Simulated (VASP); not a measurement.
# H6C2O in VASP: a series of runs

Runs on H6C2O. Level: PBE. Tasks: single point, relaxation of the atoms.

Program: VASP 6.6.1. These are calculated values, not measurements. Logs are shortened: lines on timing, memory, paths and dates and some standing lists are left out, and cuts for length are marked.

**1. The cell of the first run**

The cell holds an amorphous packing of atoms, 36 atoms: a = 7.294 Å, b = 7.294 Å, c = 7.294 Å, α = 90.00°, β = 90.00°, γ = 90.00°.

**2. Single point, PBE**

INCAR reads:

```
SYSTEM = H6C2O
PREC = Accurate
ENCUT = 520
EDIFF = 1E-6
ISMEAR = -1
SIGMA = 0.05
LREAL = Auto
LASPH = .TRUE.
NELM = 80
ALGO = Normal
ISIF = 2
LWAVE = .FALSE.
LCHARG = .FALSE.
GGA = PE
NBANDS = 64
```

KPOINTS reads:

```
regular mesh
0
G
  1 1 1
  0 0 0
```

POSCAR reads:

```
H6C2O
1.0
    7.2936330000      0.0000000000      0.0000000000
    0.0000000000      7.2936330000      0.0000000000
    0.0000000000      0.0000000000      7.2936330000
C O H
8 4 24
Direct
    0.8126128638      0.7123747521      0.5212217286
    0.8665366080      0.9125630533      0.5190417450
    0.4557673796      0.8252128946      0.0197706685
    0.3163992485      0.8271323770      0.1758245856
    0.3887363129      0.3939874682      0.4182689203
    0.2768853327      0.4613612996      0.5805885764
    0.7382603430      0.1847227575      0.8924221989
    0.8191253933      0.3295065710      1.0183402428
    0.9477307125      0.9407108913      0.3397758017
    0.1425626982      0.7378353147      0.1026374648
    0.1000324530      0.3581342796      0.5831935882
    0.9651157386      0.2841793658      1.1436275996
    0.9693385998      1.0630230504      0.2906233423
    0.7480359925      1.0167498145      0.5464766324
    0.9675013810      0.9264244582      0.6272182875
    0.7669017621      0.6489632807      0.6466873230
    0.7037233708      0.6921653448      0.4092473531
    0.9400664936      0.6405175583      0.4843539564
    0.0649607678      0.7993273037      0.1923184235
    0.3665525809      0.7429630748      0.2984246671
    0.2805597704      0.9722726658      0.2135698355
    0.5709226115      0.9029930626      0.0544721677
    0.4845184834      0.6845696788      0.0051003389
    0.3839101858      0.8559383232     -0.1108775284
    0.1213112862      0.2437468406      0.6583001914
    0.3558034796      0.4412478665      0.7161040321
    0.2391537935      0.6045409743      0.5737195716
    0.5229629733      0.4519421254      0.4108789132
    0.4070536590      0.2448025559      0.4104401743
    0.3322898205      0.4455941230      0.2747327703
    1.0524521867      0.3867894093      1.1574478727
    0.8697037539      0.4349409958      0.9171561004
    0.7123747521      0.4035437484      1.0886618507
    0.7651879386      0.2085517601      0.7465826701
    0.7926913789      0.0529365818      0.9245598181
    0.5925442094      0.1643625337      0.9226677569
```

Potentials or basis: VASP PAW PBE potentials, release 64 (C, O, H).

On the command line:

```bash
> cat potpaw_PBE.64/C/POTCAR potpaw_PBE.64/O/POTCAR potpaw_PBE.64/H/POTCAR > POTCAR
> mpirun -np 1 vasp_gam > vasp.out
```

OUTCAR:

```text
SYSTEM = H6C2O
   PREC = Accurate
   ENCUT = 520
   EDIFF = 1E-6
   ISMEAR = -1
   LREAL = Auto
   LASPH = .TRUE.
   NELM = 80
   ISIF = 2
   GGA = PE

 ion  position               nearest neighbor table
   1  0.813  0.712  0.521-  16 1.08  18 1.10  17 1.15   2 1.51
   2  0.867  0.913  0.519-  15 1.08  14 1.17   9 1.45   1 1.51
   3  0.456  0.825  0.020-  22 1.04  23 1.05  24 1.11   4 1.53
   4  0.316  0.827  0.176-  21 1.12  20 1.14  10 1.52   3 1.53
   5  0.389  0.394  0.418-  28 1.07  29 1.10  30 1.19   6 1.52
   6  0.277  0.461  0.581-  27 1.08  26 1.15  11 1.49   5 1.52
   7  0.738  0.185  0.892-  35 1.07  34 1.10  36 1.10   8 1.52
   8  0.819  0.330  0.018-  33 1.08  32 1.13  12 1.44   7 1.52
   9  0.948  0.941  0.340-  13 0.97   2 1.45
  10  0.143  0.738  0.103-  19 0.97   4 1.52
  11  0.100  0.358  0.583-  25 1.01   6 1.49
  12  0.965  0.284  0.144-  31 0.99   8 1.44
  13  0.969  0.063  0.291-   9 0.97
  14  0.748  0.017  0.546-   2 1.17
  15  0.968  0.926  0.627-   2 1.08
  16  0.767  0.649  0.647-   1 1.08
  17  0.704  0.692  0.409-   1 1.15
  18  0.940  0.641  0.484-   1 1.10
[... 16 lines left out ...]
  35  0.793  0.053  0.925-   7 1.07
  36  0.593  0.164  0.923-   7 1.10

  LATTYP: Found a simple cubic cell.
 ALAT       =     7.2936330000

  Lattice vectors:

 A1 = (   7.2936330000,   0.0000000000,   0.0000000000)
 A2 = (   0.0000000000,   7.2936330000,   0.0000000000)
 A3 = (   0.0000000000,   0.0000000000,   7.2936330000)

Analysis of symmetry for initial positions (statically):
=====================================================================
 Subroutine PRICEL returns:
 Original cell was already a primitive cell.

 Routine SETGRP: Setting up the symmetry group for a
 simple cubic supercell.

 Subroutine GETGRP returns: Found  1 space group operations
 (whereof  1 operations were pure point group operations)
 out of a pool of 48 trial point group operations.

The static configuration has the point symmetry C_1 .

Analysis of symmetry for dynamics (positions and initial velocities):
=====================================================================
 Subroutine PRICEL returns:
 Original cell was already a primitive cell.

 Routine SETGRP: Setting up the symmetry group for a
 simple cubic supercell.

 Subroutine GETGRP returns: Found  1 space group operations
 (whereof  1 operations were pure point group operations)
 out of a pool of 48 trial point group operations.

The dynamic configuration has the point symmetry C_1 .

 Subroutine INISYM returns: Found  1 space group operations
 (whereof  1 operations are pure point group operations),
 and found     1 'primitive' translations

----------------------------------------------------------------------------------------

                                     Primitive cell

  volume of cell :     388.0000

  direct lattice vectors                    reciprocal lattice vectors
     7.293633000  0.000000000  0.000000000     0.137105884  0.000000000  0.000000000
     0.000000000  7.293633000  0.000000000     0.000000000  0.137105884  0.000000000
     0.000000000  0.000000000  7.293633000     0.000000000  0.000000000  0.137105884

  length of vectors
     7.293633000  7.293633000  7.293633000     0.137105884  0.137105884  0.137105884

  position of ions in fractional coordinates (direct lattice)
     0.812612864  0.712374752  0.521221729
     0.866536608  0.912563053  0.519041745
     0.455767380  0.825212895  0.019770669
     0.316399248  0.827132377  0.175824586
     0.388736313  0.393987468  0.418268920
     0.276885333  0.461361300  0.580588576
[... 28 lines left out ...]
     0.792691379  0.052936582  0.924559818
     0.592544209  0.164362534  0.922667757

  ion indices of the primitive-cell ions
   primitive index   ion index
                 1           1
                 2           2
                 3           3
                 4           4
                 5           5
                 6           6
[... 28 lines left out ...]
                35          35
                36          36

----------------------------------------------------------------------------------------

 KPOINTS: regular mesh

Automatic generation of k-mesh.
 Grid dimensions read from file:
 generate k-points for:    1    1    1

 Generating k-lattice:

  Cartesian coordinates                     Fractional coordinates (reciprocal lattice)
     0.137105884  0.000000000  0.000000000     1.000000000  0.000000000  0.000000000
     0.000000000  0.137105884  0.000000000     0.000000000  1.000000000  0.000000000
     0.000000000  0.000000000  0.137105884     0.000000000  0.000000000  1.000000000

  Length of vectors
     0.137105884  0.137105884  0.137105884

  Shift w.r.t. Gamma in fractional coordinates (k-lattice)
     0.000000000  0.000000000  0.000000000

 Subroutine IBZKPT returns following result:
 ===========================================

 Found      1 irreducible k-points:

[... 10 lines left out ...]
   NGXF,Y,Z  is equivalent  to a cutoff of  24.62, 24.62, 24.62 a.u.
 SYSTEM =  H6C2O
   PREC   = accura    normal or accurate (medium, high low for compatibility)
   ISTART =      0    job   : 0-new  1-cont  2-samecut
   ICHARG =      2    charge: 1-file 2-atom 10-const
   ISPIN  =      1    spin polarized calculation?
   LNONCOLLINEAR =      F non collinear calculations
   LSORBIT =      F    spin-orbit coupling
   LASPH  =      T    aspherical Exc in radial PAW
   ENCUT  =  520.0 eV  38.22 Ry    6.18 a.u.  13.56 13.56 13.56*2*pi/ulx,y,z
   NELM   =     80;   NELMIN=  2; NELMDL= -5     # of ELM steps
   EDIFF  = 0.1E-05   stopping-criterion for ELM
   LREAL  =      T    real-space projection
   EDIFFG = 0.1E-04   stopping-criterion for IOM
   NSW    =      0    number of steps for IOM
   IBRION =     -1    ionic relax: 0-MD 1-quasi-New 2-CG
   NFREE  =      0    steps in history (QN), initial steepest desc. (CG)
   ISIF   =      2    stress and relaxation
   ISYM   =      2    0-nonsym 1-usesym 2-fastsym
   POTIM  = 0.5000    time-step for ionic-motion
   TEBEG  =    0.0;   TEEND  =   0.0 temperature during run
   PSTRESS=    0.0 pullay stress
   NELECT =      80.0000    total number of electrons
   NUPDOWN=      -1.0000    fix difference up-down
   EMIN   =  10.00;   EMAX   =-10.00  energy-range for DOS
   EFERMI =   0.00;   METHOD = LEGACY
   ISMEAR =    -1;   SIGMA  =   0.05  broadening in eV -4-tet -1-fermi 0-gaus
   EFERMI_NEDOS =   21; number of points for ismear=-14 and -15
   IALGO  =     38    algorithm
   IMIX   =      4    mixing-type and parameters
     AMIX     =   0.40;   BMIX     =  1.00
     AMIX_MAG =   1.60;   BMIX_MAG =  1.00
  volume/ion in A,a.u.               =      10.78        72.73
  Fermi-wavevector in a.u.,A,eV,Ry     =   0.967151  1.827650 12.726630  0.935381
  Thomas-Fermi vector in A             =   2.097013
   LORBIT       =      0    0 simple, 1 ext, 2 COOP (PROOUT), +10 PAW based schemes
   GGA     = PE    functional components
   LHFCALC =     F    Hartree Fock is set to
   AEXX    =    0.0000 exact exchange contribution
   IVDW    =     0    specifies the selected vdW correction
   LEPSILON=     F    determine dielectric tensor
   LRPA    =     F    only Hartree local field effects (RPA)
 non-spin polarized calculation
  energy-cutoff  :      520.00
  volume of cell :      388.00
 maximum number of plane-waves:      5198
 NGX is ok and might be reduce to    54
   NGX = 27   NGY = 27   NGZ = 27

 number of electron      80.0000008 magnetization

 Free energy of the ion-electron system (eV)
  ---------------------------------------------------
  ext. energy  EPLUGINS =         0.00000000
  ---------------------------------------------------
  free energy    TOTEN  =      -186.63250179 eV

  energy without entropy =     -186.63250179  energy(sigma->0) =     -186.63250179

 E-fermi :  -1.6259     XC(G=0):  -6.4995

 val. band max:       -2.8147468561   @ k =   0.0000   0.0000   0.0000
 cond. band min:       1.8018606768   @ k =   0.0000   0.0000   0.0000
 fundamental gap:      4.6166075330
 Fermi energy:        -1.6259087842

 k-point     1 :       0.0000    0.0000    0.0000
  band No.  band energies     occupation
      1     -22.3087      2.00000
      2     -22.1191      2.00000
      3     -21.8340      2.00000
      4     -21.3136      2.00000
      5     -15.6482      2.00000
      6     -15.5115      2.00000
[... 44 lines left out ...]
     51       5.1546      0.00000
     52       5.5527      0.00000
 [bands above 52 left out]

------------------------ aborting loop because EDIFF is reached ----------------------------------------

  FORCE on cell =-STRESS in cart. coord.  units (eV):
  Direction    XX          YY          ZZ          XY          YZ          ZX
  --------------------------------------------------------------------------------------
  -------------------------------------------------------------------------------------
  Total        0.0419443      1.5896265     -7.5344754     -0.6177081      3.0053321     -4.1715304
  in kB        0.1732015      6.5640816    -31.1122830     -2.5507163     12.4099873    -17.2255966
  external PRESSURE =      -8.1250000 kB  Pullay stress =       0.0000000 kB

 VOLUME and BASIS-vectors are now :
 -----------------------------------------------------------------------------
  energy-cutoff  :      520.00
  volume of cell :      388.00
      direct lattice vectors                 reciprocal lattice vectors
     7.293633000  0.000000000  0.000000000     0.137105884  0.000000000  0.000000000
     0.000000000  7.293633000  0.000000000     0.000000000  0.137105884  0.000000000
     0.000000000  0.000000000  7.293633000     0.000000000  0.000000000  0.137105884

 POSITION                                       TOTAL-FORCE (eV/Angst)
 -----------------------------------------------------------------------------------
      5.92690      5.19580      3.80160        -0.682119     -0.017076     -2.053229
      6.32020      6.65590      3.78570        -1.110062      1.147801     -0.204588
      3.32420      6.01880      0.14420        -2.662873     -0.599753      0.143458
      2.30770      6.03280      1.28240        -0.787692     -0.388238     -0.711763
      2.83530      2.87360      3.05070        -0.897077      0.781747     -2.146208
      2.01950      3.36500      4.23460        -0.100517     -1.907699      0.770370
[... 28 lines left out ...]
      5.78160      0.38610      6.74340         0.726713     -1.082208      0.167528
      4.32180      1.19880      6.72960        -0.163657      0.344694     -0.382478
 -----------------------------------------------------------------------------------
    total drift:                                0.006302     -0.001336      0.009197

  FREE ENERGIE OF THE ION-ELECTRON SYSTEM (eV)
  ---------------------------------------------------
  free  energy   TOTEN  =      -186.6325017911 eV

  energy  without entropy=     -186.6325017910  energy(sigma->0) =     -186.63250179
```

It took 59 s on 1 thread of Intel Xeon 6975P-C (Granite Rapids), shared host; peak memory 0.33 GiB.

What came out:

| Quantity | Value |
| --- | --- |
| Free energy | -186.6325 eV |
| Pressure | -0.8 GPa |
| Largest force | 2.850 eV/Å |
| Band gap on the k mesh | 4.62 eV |

Forces on the atoms (eV/Å):
```
C   -0.682 -0.017 -2.053
C   -1.110  1.148 -0.205
C   -2.663 -0.600  0.143
C   -0.788 -0.388 -0.712
C   -0.897  0.782 -2.146
C   -0.101 -1.908  0.770
C   -0.186 -0.317  0.733
C    0.891  2.178 -1.607
O   -0.163 -0.861  0.191
O    2.114  0.640  0.827
O    1.082 -0.619  1.205
O    0.149 -0.614 -0.177
H   -0.393  0.890  0.502
H    1.200 -1.231 -0.447
H    0.531  0.581  0.391
H   -0.300  0.271  0.729
H    1.002 -0.126  0.948
H   -0.345 -0.293 -0.206
H   -1.373 -0.144  0.235
H   -0.322  0.941 -0.801
H    0.175 -0.797  0.115
H    1.472  0.880  0.019
H    1.030 -1.606 -0.292
H    0.377  0.647  0.349
H   -0.188  1.318 -0.900
H   -0.731  0.082 -1.093
H   -0.068  0.512 -0.172
H    1.117  0.435  0.433
H   -0.276 -0.012  0.203
H    0.155 -0.841  1.832
H   -0.688 -0.266 -0.223
H    0.196 -0.216  0.712
H   -0.627  0.073  0.750
H   -0.154  0.215  0.158
H    0.727 -1.082  0.168
H   -0.164  0.345 -0.382
```

Levels at points of the mesh, in eV from the valence-band top:
| k point | band 36 | band 37 | band 38 | band 39 | band 40 | band 41 | band 42 | band 43 | band 44 | band 45 |
| --- | --- | --- | --- | --- | --- | --- | --- | --- | --- | --- |
| (0.00, 0.00, 0.00) | -1.47 | -0.54 | -0.47 | -0.37 | 0.00 | 4.62 | 5.91 | 6.14 | 6.31 | 6.55 |

Caveat: the k points lie up to 0.86 Å⁻¹ apart.

**3. Relaxation of the atoms, PBE**

INCAR reads:

```
ALGO     = Normal         # electronic algorithm
EDIFF    = 1E-6           # SCF threshold, eV
EDIFFG   = -0.3           # ionic threshold
ENCUT    = 520            # plane-wave cutoff, eV
GGA      = PE             # functional
IBRION   = 2              # ionic algorithm
ISIF     = 2              # what is computed and relaxed
ISMEAR   = -1             # smearing method
LASPH    = True           # aspherical terms in the spheres
LCHARG   = False          # write CHGCAR
LREAL    = Auto         
LWAVE    = False          # write WAVECAR
NELM     = 60             # most SCF steps
NSW      = 35             # ionic steps
PREC     = Accurate       # precision mode
SIGMA    = 0.05           # smearing width, eV
```

KPOINTS reads:

```
k-points
0
Gamma
  1 1 1
```

POSCAR reads:

```
H6C2O
1.0
    7.2936330000      0.0000000000      0.0000000000
    0.0000000000      7.2936330000      0.0000000000
    0.0000000000      0.0000000000      7.2936330000
C O H
8 4 24
Direct
    0.7720324000      0.8238280000      0.6697003000
    0.8375953000      0.9565988000      0.5246323000
    0.3861314000      0.6810050000      0.0872943000
    0.2433488000      0.8282488000      0.0572329000
    0.5361162000      0.5307771000      0.3923553000
    0.3553728000      0.4841676000      0.4825255000
    0.6034667000      0.2231011000      0.8698288000
    0.7973508000      0.2922331000      0.8943445000
    0.6821810000      1.0043198000      0.4158230000
    0.0808866000      0.7389781000     -0.0052744000
    0.3309229000      0.2907886000      0.4658772000
    0.9141729000      0.1353972000      0.8993910000
    0.7230770000      1.0896890000      0.3221481000
    0.8975906000      1.0787581000      0.5893907000
    0.9448033000      0.8925178000      0.4402754000
    0.8855165000      0.7817766000      0.7581524000
    0.6664025000      0.8881368000      0.7540369000
    0.7135593000      0.7021174000      0.6050985000
   -0.0117023000      0.8326524000     -0.0249673000
    0.2178331000      0.9028010000      0.1857121000
    0.2924271000      0.9281591000     -0.0443804000
    0.5147200000      0.7410268000      0.1355965000
    0.3375923000      0.5825837000      0.1890940000
    0.4120979000      0.6079118000     -0.0407256000
    0.2149933000      0.2595764000      0.5235097000
    0.3573068000      0.5259665000      0.6273188000
    0.2430194000      0.5586828000      0.4151446000
    0.5629731000      0.6780237000      0.4005937000
    0.6476283000      0.4575273000      0.4602192000
    0.5334765000      0.4902049000      0.2482966000
    1.0391686000      0.1785692000      0.9151276000
    0.8346741000      0.3835779000      0.7804186000
    0.8083577000      0.3717460000      1.0219084000
    0.5067038000      0.3374832000      0.8648883000
    0.5925740000      0.1451613000      0.7424997000
    0.5662888000      0.1333434000      0.9837031000
```

Potentials or basis: VASP PAW PBE potentials, release 64 (C, O, H).

On the command line:

```bash
> cat potpaw_PBE.64/C/POTCAR potpaw_PBE.64/O/POTCAR potpaw_PBE.64/H/POTCAR > POTCAR
> mpirun -np 1 vasp_gam > vasp.out
```

Wall time 8.2 min (1 thread of Intel Xeon 6975P-C (Granite Rapids), shared host); peak memory 0.39 GiB.

Results (log left out):

```
Free energy                  : -187.3999 eV
Energy gained by relaxing    : 19.3 meV/atom
Ionic steps                  : 18
Pressure after relaxing      : 0.5 GPa
Largest force after relaxing : 0.272 eV/Å
Band gap on the k mesh       : 4.51 eV
```

Forces in eV/Å, atoms in the order of the input:
```
C    0.038  0.022  0.024
C    0.042 -0.095  0.077
C    0.083 -0.072 -0.062
C    0.136 -0.099  0.106
C    0.021 -0.019  0.039
C    0.083  0.044 -0.026
C    0.002  0.004  0.032
C   -0.104 -0.034 -0.015
O    0.124 -0.033  0.042
O   -0.022  0.212  0.168
O   -0.080  0.059 -0.054
O   -0.206  0.127  0.037
H   -0.040 -0.031 -0.033
H   -0.075 -0.024 -0.063
H   -0.003  0.015 -0.076
H   -0.030 -0.009 -0.077
H    0.090 -0.027 -0.083
H    0.103  0.144  0.031
H   -0.020  0.069  0.002
H   -0.214  0.144  0.084
H    0.073 -0.147 -0.029
H    0.024  0.108  0.005
H    0.048  0.020 -0.156
H   -0.075  0.040 -0.138
H   -0.038  0.023 -0.001
H    0.008 -0.029 -0.062
H   -0.107 -0.179  0.020
H   -0.111 -0.106 -0.126
H   -0.024 -0.218 -0.110
H   -0.087 -0.009  0.209
H    0.063 -0.035  0.110
H   -0.022  0.000  0.084
H    0.017 -0.026 -0.047
H    0.072 -0.092  0.013
H    0.091  0.117  0.153
H    0.144  0.136 -0.080
```

Stress tensor (GPa, compression positive):
```
 0.43 -0.22  0.62
-0.22  0.32  0.29
 0.62  0.29  0.78
```

Step by step:
```tsv
step	energy change (eV)	largest force (eV/Å)	pressure (GPa)
1	0.0000	1.0234	2.39
2	-0.0369	1.7328	1.87
3	-0.0775	0.8532	2.05
4	-0.1667	0.6298	1.51
5	-0.1889	1.3188	1.08
6	-0.2540	0.6669	1.10
7	-0.2856	0.6357	1.15
8	-0.3426	0.4588	1.11
9	-0.3730	0.6441	1.07
10	-0.4337	0.4018	1.08
11	-0.4866	0.7180	1.07
12	-0.5431	0.4098	0.97
13	-0.5572	0.6567	0.89
14	-0.6048	0.3872	0.66
15	-0.6138	0.8407	0.51
16	-0.6536	0.4451	0.43
17	-0.6726	0.4661	0.33
18	-0.6959	0.2715	0.51
```

Final structure:
```
C O H
1.0
     7.29363    0.00000    0.00000
     0.00000    7.29363    0.00000
     0.00000    0.00000    7.29363
C O H
8 4 24
Direct
  0.77915 0.81818 0.66521
  0.83980 0.94961 0.51608
  0.37486 0.69726 0.05493
  0.23186 0.84629 0.03984
  0.54863 0.50268 0.41474
  0.35920 0.46932 0.49423
  0.60435 0.22745 0.87414
  0.79934 0.29548 0.90380
  0.68507 0.99255 0.40100
  0.06236 0.76037 0.98969
  0.31668 0.27774 0.47312
  0.92480 0.14220 0.92722
  0.72031 0.09222 0.31994
  0.89661 0.07518 0.57996
  0.95078 0.88576 0.43488
  0.89845 0.77795 0.74726
  0.67613 0.88006 0.75626
  0.72036 0.69320 0.60711
  0.97041 0.85761 0.98569
  0.22288 0.91263 0.17524
  0.26943 0.95400 0.93944
  0.50217 0.74823 0.11587
  0.32020 0.59039 0.14609
  0.40872 0.63481 0.92280
  0.19750 0.25339 0.52757
  0.35586 0.50903 0.64040
  0.25902 0.55795 0.42250
  0.57381 0.65056 0.40327
  0.65531 0.44740 0.50549
  0.56300 0.44203 0.27696
  0.04717 0.19412 0.93360
  0.84381 0.37811 0.78476
  0.80637 0.38501 0.02585
  0.51199 0.34694 0.87543
  0.58521 0.15747 0.74160
  0.55906 0.13425 0.98481
```

Levels at points of the mesh, in eV from the valence-band top:
```tsv
k point	band 38	band 39	band 40	band 41	band 42	band 43
(0.00, 0.00, 0.00)	-0.29	-0.10	0.00	4.51	5.82	6.24
```

Caveat: the k points lie up to 0.86 Å⁻¹ apart; the relaxation stopped at a loose force limit of 0.3 eV/Å, so its end isn't a converged minimum.
